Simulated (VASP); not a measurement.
# LaTe (Fm-3m) in VASP: notebook

The runs below take LaTe through single point, relaxation of cell and atoms, with LDA.

Everything below comes from runs of VASP 6.6.1. Logs are shortened: lines on timing, memory, paths and dates and some standing lists are left out, and cuts for length are marked.

**1. The cell of the first run**

It takes space group Fm-3m (No. 225, cubic). The conventional cell has a = 6.345 Å, b = 6.345 Å, c = 6.345 Å, α = 90.00°, β = 90.00°, γ = 90.00°. Within 4.2 Å of La (site symmetry m-3m) lie 6 Te at 3.17 Å. Te (site symmetry m-3m) has 6 La at 3.17 Å within 4.2 Å.

**2. Single point, LDA**

INCAR reads:

```
SYSTEM = LaTe
PREC = Accurate
ENCUT = 520
EDIFF = 1E-6
ISMEAR = 0
SIGMA = 0.1
LREAL = .False.
LASPH = .True.
NELM = 100
ALGO = Normal
ISIF = 2
LWAVE = .False.
LCHARG = .False.
NBANDS = 16
```

KPOINTS reads:

```
regular mesh
0
Gamma
  12 12 12
  0 0 0
```

POSCAR reads:

```
LaTe
1.0
    0.0000000000      3.1722567013      3.1722567013
    3.1722567013      0.0000000000      3.1722567013
    3.1722567013      3.1722567013      0.0000000000
La Te
1 1
Direct
    0.0000000000      0.0000000000      0.0000000000
    0.5000000000      0.5000000000      0.5000000000
```

Potentials or basis: VASP PAW LDA potentials, release 64 (La, Te).

On the command line:

```
$ cat potpaw_LDA.64/La/POTCAR potpaw_LDA.64/Te/POTCAR > POTCAR
$ mpirun -np 1 vasp_std > vasp.out
```

OUTCAR:

```text
SYSTEM = LaTe
   PREC = Accurate
   ENCUT = 520
   EDIFF = 1E-6
   ISMEAR = 0
   LREAL = .False.
   LASPH = .True.
   NELM = 100
   ISIF = 2

 ion  position               nearest neighbor table
   1  0.000  0.000  0.000-   2 3.17   2 3.17   2 3.17   2 3.17   2 3.17   2 3.17
   2  0.500  0.500  0.500-   1 3.17   1 3.17   1 3.17   1 3.17   1 3.17   1 3.17

  LATTYP: Found a face centered cubic cell.
 ALAT       =     6.3445134026

  Lattice vectors:

 A1 = (   0.0000000000,   3.1722567013,   3.1722567013)
 A2 = (   3.1722567013,   0.0000000000,   3.1722567013)
 A3 = (   3.1722567013,   3.1722567013,   0.0000000000)

Analysis of symmetry for initial positions (statically):
[... 33 lines left out ...]
                                     Primitive cell

  volume of cell :      63.8462

  direct lattice vectors                    reciprocal lattice vectors
     0.000000000  3.172256701  3.172256701    -0.157616501  0.157616501  0.157616501
     3.172256701  0.000000000  3.172256701     0.157616501 -0.157616501  0.157616501
     3.172256701  3.172256701  0.000000000     0.157616501  0.157616501 -0.157616501

  length of vectors
     4.486248450  4.486248450  4.486248450     0.272999787  0.272999787  0.272999787

  position of ions in fractional coordinates (direct lattice)
     0.000000000  0.000000000  0.000000000
     0.500000000  0.500000000  0.500000000

  ion indices of the primitive-cell ions
   primitive index   ion index
                 1           1
                 2           2

----------------------------------------------------------------------------------------

 KPOINTS: regular mesh

Automatic generation of k-mesh.
 Grid dimensions read from file:
 generate k-points for:   12   12   12

 Generating k-lattice:

  Cartesian coordinates                     Fractional coordinates (reciprocal lattice)
    -0.013134708  0.013134708  0.013134708     0.083333333  0.000000000  0.000000000
     0.013134708 -0.013134708  0.013134708     0.000000000  0.083333333  0.000000000
     0.013134708  0.013134708 -0.013134708     0.000000000  0.000000000  0.083333333

  Length of vectors
     0.022749982  0.022749982  0.022749982

  Shift w.r.t. Gamma in fractional coordinates (k-lattice)
     0.000000000  0.000000000  0.000000000

 Subroutine IBZKPT returns following result:
 ===========================================

 Found     72 irreducible k-points:

 Following reciprocal coordinates:
            Coordinates               Weight
  0.000000  0.000000  0.000000      1.000000
  0.083333  0.000000  0.000000      8.000000
  0.166667  0.000000  0.000000      8.000000
  0.250000  0.000000  0.000000      8.000000
  0.333333  0.000000  0.000000      8.000000
  0.416667  0.000000  0.000000      8.000000
[... 16 lines left out ...]
  0.500000  0.166667  0.000000     24.000000
 -0.416667  0.166667  0.000000     24.000000
 [... further k-points ...]
   k-points           NKPTS =     72   k-points in BZ     NKDIM =     72   number of bands    NBANDS=     16
   number of dos      NEDOS =    301   number of ions     NIONS =      2
   total plane-waves  NPLWV =  46656
   dimension x,y,z NGX =    36 NGY =   36 NGZ =   36
   dimension x,y,z NGXF=    72 NGYF=   72 NGZF=   72
   ions per type =               1   1
   NGX,Y,Z   is equivalent  to a cutoff of  13.34, 13.34, 13.34 a.u.
   NGXF,Y,Z  is equivalent  to a cutoff of  26.68, 26.68, 26.68 a.u.
 SYSTEM =  LaTe
   PREC   = accura    normal or accurate (medium, high low for compatibility)
   ISTART =      0    job   : 0-new  1-cont  2-samecut
   ICHARG =      2    charge: 1-file 2-atom 10-const
   ISPIN  =      1    spin polarized calculation?
   LNONCOLLINEAR =      F non collinear calculations
   LSORBIT =      F    spin-orbit coupling
   LASPH  =      T    aspherical Exc in radial PAW
   ENCUT  =  520.0 eV  38.22 Ry    6.18 a.u.   8.34  8.34  8.34*2*pi/ulx,y,z
   NELM   =    100;   NELMIN=  2; NELMDL= -5     # of ELM steps
   EDIFF  = 0.1E-05   stopping-criterion for ELM
   LREAL  =      F    real-space projection
   EDIFFG = 0.1E-04   stopping-criterion for IOM
   NSW    =      0    number of steps for IOM
   IBRION =     -1    ionic relax: 0-MD 1-quasi-New 2-CG
   NFREE  =      0    steps in history (QN), initial steepest desc. (CG)
   ISIF   =      2    stress and relaxation
   ISYM   =      2    0-nonsym 1-usesym 2-fastsym
   POTIM  = 0.5000    time-step for ionic-motion
   TEBEG  =    0.0;   TEEND  =   0.0 temperature during run
   PSTRESS=    0.0 pullay stress
   NELECT =      17.0000    total number of electrons
   NUPDOWN=      -1.0000    fix difference up-down
   EMIN   =  10.00;   EMAX   =-10.00  energy-range for DOS
   EFERMI =   0.00;   METHOD = LEGACY
   ISMEAR =     0;   SIGMA  =   0.10  broadening in eV -4-tet -1-fermi 0-gaus
   EFERMI_NEDOS =   21; number of points for ismear=-14 and -15
   IALGO  =     38    algorithm
   IMIX   =      4    mixing-type and parameters
     AMIX     =   0.40;   BMIX     =  1.00
     AMIX_MAG =   1.60;   BMIX_MAG =  1.00
  volume/ion in A,a.u.               =      31.92       215.43
  Fermi-wavevector in a.u.,A,eV,Ry     =   1.053205  1.990268 15.092130  1.109240
  Thomas-Fermi vector in A             =   2.188317
   LORBIT       =      0    0 simple, 1 ext, 2 COOP (PROOUT), +10 PAW based schemes
   GGA     = CA    functional components
   LHFCALC =     F    Hartree Fock is set to
   AEXX    =    0.0000 exact exchange contribution
   IVDW    =     0    specifies the selected vdW correction
   LEPSILON=     F    determine dielectric tensor
   LRPA    =     F    only Hartree local field effects (RPA)
 non-spin polarized calculation
 Gauss-broadening in eV      SIGMA  =   0.10
  energy-cutoff  :      520.00
  volume of cell :       63.85
 maximum number of plane-waves:      1759
 NGX is ok and might be reduce to    36
   NGX = 17   NGY = 17   NGZ = 17

 number of electron      17.0000000 magnetization

 Free energy of the ion-electron system (eV)
  ---------------------------------------------------
  ext. energy  EPLUGINS =         0.00000000
  ---------------------------------------------------
  free energy    TOTEN  =       -12.63024888 eV

  energy without entropy =      -12.62437702  energy(sigma->0) =      -12.62731295

 E-fermi :   8.5972     XC(G=0):  -9.9383

 val. band max:        8.5873896133   @ k =   0.0833   0.0000   0.0000
 cond. band min:       8.6133210374   @ k =  -0.1667   0.2500   0.0833
 fundamental gap:      0.0259314241
 Fermi energy:         8.5971892415

 k-point     1 :       0.0000    0.0000    0.0000
  band No.  band energies     occupation
      1     -24.5718      2.00000
      2      -8.2851      2.00000
      3      -8.2851      2.00000
      4      -8.2851      2.00000
      5      -3.8072      2.00000
      6       6.3393      2.00000
[... 8 lines left out ...]
     15      10.1330      0.00000
     16      10.1330      0.00000

 k-point     2 :       0.0833    0.0000    0.0000
  band No.  band energies     occupation
      1     -24.5699      2.00000
      2      -8.3317      2.00000
      3      -8.2861      2.00000
      4      -8.2861      2.00000
      5      -3.7229      2.00000
      6       6.0002      2.00000
[... 8 lines left out ...]
     15      10.1341      0.00000
     16      10.1453      0.00000

 k-point     3 :       0.1667    0.0000    0.0000
  band No.  band energies     occupation
      1     -24.5646      2.00000
      2      -8.4528      2.00000
      3      -8.2889      2.00000
      4      -8.2889      2.00000
      5      -3.4946      2.00000
      6       5.2766      2.00000
[... 8 lines left out ...]
     15      10.1367      0.00000
     16      10.1866      0.00000

 k-point     4 :       0.2500    0.0000    0.0000
  band No.  band energies     occupation
      1     -24.5573      2.00000
      2      -8.6053      2.00000
      3      -8.2926      2.00000
      4      -8.2926      2.00000
      5      -3.1837      2.00000
      6       4.5094      2.00000
[... 8 lines left out ...]
     15      10.1404      0.00000
     16      10.2747      0.00000

 k-point     5 :       0.3333    0.0000    0.0000
  band No.  band energies     occupation
      1     -24.5500      2.00000
      2      -8.7460      2.00000
      3      -8.2963      2.00000
      4      -8.2963      2.00000
      5      -2.8676      2.00000
      6       3.8598      2.00000
[... 8 lines left out ...]
     15      10.1441      0.00000
     16      10.4569      0.00000

 k-point     6 :       0.4167    0.0000    0.0000
  band No.  band energies     occupation
      1     -24.5446      2.00000
      2      -8.8428      2.00000
      3      -8.2990      2.00000
      4      -8.2990      2.00000
      5      -2.6282      2.00000
      6       3.4226      2.00000
[... 8 lines left out ...]
     15      10.1468      0.00000
     16      10.7357      0.00000
[... 267 lines left out ...]
 k-point    21 :       0.3333    0.1667    0.0000
  band No.  band energies     occupation
      1     -24.5499      2.00000
      2      -8.6347      2.00000
      3      -8.3416      2.00000
      4      -8.3334      2.00000
      5      -3.1050      2.00000
      6       4.1124      2.00000
[... 8 lines left out ...]
     15      10.1384      0.00000
     16      10.2989      0.00000

 k-point    22 :       0.4167    0.1667    0.0000
  band No.  band energies     occupation
      1     -24.5439      2.00000
      2      -8.7322      2.00000
      3      -8.3483      2.00000
      4      -8.3409      2.00000
      5      -2.9131      2.00000
      6       3.8951      2.00000
[... 8 lines left out ...]
     15      10.1270      0.00000
     16      10.3767      0.00000

 k-point    23 :       0.5000    0.1667    0.0000
  band No.  band energies     occupation
      1     -24.5401      2.00000
      2      -8.7912      2.00000
      3      -8.3681      2.00000
      4      -8.3321      2.00000
      5      -2.7751      2.00000
      6       3.7169      2.00000
[... 8 lines left out ...]
     15      10.1192      0.00000
     16      10.4795      0.00000

 k-point    24 :      -0.4167    0.1667    0.0000
  band No.  band energies     occupation
      1     -24.5397      2.00000
      2      -8.8007      2.00000
      3      -8.3859      2.00000
      4      -8.3175      2.00000
      5      -2.7276      2.00000
      6       3.6235      2.00000
[... 8 lines left out ...]
     15      10.1147      0.00000
     16      10.6631      0.00000

 [... further k-points ...]
[... 5 lines left out ...]
  --------------------------------------------------------------------------------------
  -------------------------------------------------------------------------------------
  Total        0.0114425      0.0114425      0.0114425      0.0000000     -0.0000000      0.0000000
  in kB        0.2871413      0.2871413      0.2871413      0.0000000     -0.0000000      0.0000000
  external PRESSURE =       0.2871413 kB  Pullay stress =       0.0000000 kB

 VOLUME and BASIS-vectors are now :
 -----------------------------------------------------------------------------
  energy-cutoff  :      520.00
  volume of cell :       63.85
      direct lattice vectors                 reciprocal lattice vectors
     0.000000000  3.172256701  3.172256701    -0.157616501  0.157616501  0.157616501
     3.172256701  0.000000000  3.172256701     0.157616501 -0.157616501  0.157616501
     3.172256701  3.172256701  0.000000000     0.157616501  0.157616501 -0.157616501

 POSITION                                       TOTAL-FORCE (eV/Angst)
 -----------------------------------------------------------------------------------
      0.00000      0.00000      0.00000         0.000000      0.000000      0.000000
      3.17226      3.17226      3.17226        -0.000000     -0.000000     -0.000000
 -----------------------------------------------------------------------------------
    total drift:                                0.000000      0.000000      0.000000

  FREE ENERGIE OF THE ION-ELECTRON SYSTEM (eV)
  ---------------------------------------------------
  free  energy   TOTEN  =       -12.6302488809 eV

  energy  without entropy=      -12.6243770200  energy(sigma->0) =      -12.62731295
```

Run time: 40 s. Hardware: 1 thread of Intel Xeon 6975P-C (Granite Rapids), shared host; peak memory 0.24 GiB.

What came out:

```
Free energy : -12.6302 eV
Pressure    : 0.0 GPa
```

Caveat: spin-orbit coupling is left out, which moves the levels of the heavy elements.

(Part 1 of 2 ends here.)
